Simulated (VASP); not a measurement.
Set up this calculation in VASP 6.6.1, as the native input.

```yaml
Task: single point
Functional: PBE
Potentials_or_basis: VASP PAW PBE potentials, release 64 (Pb_d, O)
Cutoff: 520 eV
k_mesh: 8 × 8 × 6
Occupations: gaussian, width 0.05 eV
Spin: no spin polarisation
Dipole_correction: no
Further_INCAR_settings: ALGO = Normal; EDIFF = 1e-07; NBANDS = 28
```

The structure of PbO lies in POSCAR:

```
PbO
1.0
    3.9147840000      0.0000000000      0.0000000000
    0.0000000000      3.9147840000      0.0000000000
    0.0000000000      0.0000000000      4.9466700000
Pb O
2 2
Direct
    0.0000000000      0.5000000000      0.2351000000
    0.5000000000      0.0000000000      0.7649000000
    0.0000000000      0.0000000000      0.0000000000
    0.5000000000      0.5000000000      0.0000000000
```

This cell differs from its parent crystal: strain -0.015 along x and y, -0.015 along z.

One way to write it, as run:

INCAR

```
SYSTEM = PbO
ALGO = Normal ; EDIFF = 1E-7
ENCUT = 520 ; GGA = PE
ISIF = 2 ; ISMEAR = 0
LASPH = .True. ; LCHARG = .False.
LREAL = .False. ; LWAVE = .False.
NBANDS = 28 ; NELM = 100
PREC = Accurate ; SIGMA = 0.05
```

KPOINTS

```
k-points
0
Gamma
  8 8 6
  0 0 0
```

Potentials or basis: VASP PAW PBE potentials, release 64 (Pb_d, O).

Launch:

```console
$ cat potpaw_PBE.64/Pb_d/POTCAR potpaw_PBE.64/O/POTCAR > POTCAR
$ mpirun -np 1 vasp_std > vasp.out
```

Results of the run:

```yaml
Pressure: 9.7 GPa
Largest_force: 1.181 eV/Å
Band_gap_on_the_k_mesh: 1.17 eV (least direct gap 2.38 eV)
```

Caveat: the cell differs from its parent crystal (strain -0.015 along x and y, -0.015 along z); the cell stands under pressure; spin-orbit coupling is left out, which moves the levels of the heavy elements; forces of over 1 eV/Å act on the atoms, so gaps and moduli don't describe the material at rest.

Run time: 3.5 min on 1 thread of Intel Xeon 8259CL, on a shared host, peak memory 0.25 GiB.
